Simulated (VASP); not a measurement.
LiCl: electric field gradients with PBE

LiCl:

```
Li Cl
1.0
     0.00000    2.51285    2.51285
     2.51285    0.00000    2.51285
     2.51285    2.51285    0.00000
Li Cl
1 1
Cartesian
  0.0000 0.0000 0.0000
  2.5128 2.5128 2.5128
```

This cell differs from its parent crystal: volume scaled by 0.9405.

```json
{"Program": "VASP 6.6.1", "Task": "electric field gradients", "Functional": "PBE", "Potentials or basis": "VASP PAW PBE potentials, release 64 (Li_sv, Cl)", "Cutoff": "520 eV", "k mesh": "9 × 9 × 9", "Occupations": "fermi-dirac, width 0.03 eV", "Spin": "no spin polarisation", "Dipole correction": "no", "Further INCAR settings": "ALGO = Normal; EDIFF = 1e-08; NBANDS = 12"}
```

```yaml
Band_gap_on_the_k_mesh: 6.71 eV, direct
```

Levels at points of the mesh, in eV from the valence-band top:
| k point | band 1 | band 2 | band 3 | band 4 | band 5 | band 6 | band 7 | band 8 | band 9 | band 10 |
| --- | --- | --- | --- | --- | --- | --- | --- | --- | --- | --- |
| (0.00, 0.00, 0.00) | -43.42 | -13.62 | 0.00 | 0.00 | 0.00 | 6.71 | 11.98 | 11.98 | 11.98 | 14.79 |

Wall time 12 s on 1 thread of AMD EPYC 7R13 Processor (Zen 3), with other jobs on the host, peak memory 0.12 GiB.

Caveat: without QUAD_EFG the Cq values of the log hold for a quadrupole moment of 1 mb, not for the nuclei. A k mesh can miss the band edges.
